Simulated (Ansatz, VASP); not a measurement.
## One calculation of SiC, two programs

The input INCAR:

```
SYSTEM = SiC
  PREC = Accurate
  ENCUT = 600
  EDIFF = 1E-6
  ISMEAR = 0
  SIGMA = 0.1
  LREAL = .False.
  LASPH = .True.
  NELM = 120
  ALGO = Normal
  ISIF = 2
  LWAVE = .False.
  LCHARG = .True.
  LELF = .True.
  LVHAR = .True.
  NBANDS = 11
  GGA_COMPAT = .False.
```

File KPOINTS:

```
regular mesh
0
Gamma
  8 8 8
  0 0 0
```

The input POSCAR:

```
SiC
1.0
    0.0000000000      2.1800000000      2.1800000000
    2.1800000000      0.0000000000      2.1800000000
    2.1800000000      2.1800000000      0.0000000000
Si C
1 1
Direct
    0.0000000000      0.0000000000      0.0000000000
    0.2500000000      0.2500000000      0.2500000000
```

Input for Ansatz:

```yaml
crystal:
  lattice:
    - [0.0, 2.18, 2.18]
    - [2.18, 0.0, 2.18]
    - [2.18, 2.18, 0.0]
  atoms:
    - { symbol: Si, position: [0.0, 0.0, 0.0] }
    - { symbol: C, position: [0.25, 0.25, 0.25] }
basis:
  ecutwfc: 420
kpoints:
  mp_grid: { grid: [8, 8, 8] }
hamiltonian:
  xc: lda
  pseudopotentials: { kind: paw }
scf:
  occupations: { method: gaussian, width: 0.1 }
output:
  forces: true
  stress: true
  eigenvalues: true
```

Alike in both runs: task single point; functional LDA; k mesh 8 × 8 × 8; occupations gaussian, width 0.1 eV; no spin polarisation.

|  | VASP | Ansatz |
| --- | --- | --- |
| version | VASP 6.6.1 | Ansatz 0.2.0 |
| potentials or method | VASP PAW LDA potentials, release 64 (Si, C), cutoff 600 eV | scalar-relativistic, plane waves, PAW |
| valence electrons in the cell | 8 | 8 |

```csv
,VASP,Ansatz,Ansatz less VASP
gap on the k mesh at the Fermi level (eV),1.31,1.32,+0.012
least direct gap on the mesh (eV),4.50,4.51,+0.012
pressure (GPa),-4.5,-4.7,-0.25
```

LDA's correlation is that of Perdew and Zunger in VASP and of Perdew and Wang (1992) in Ansatz.
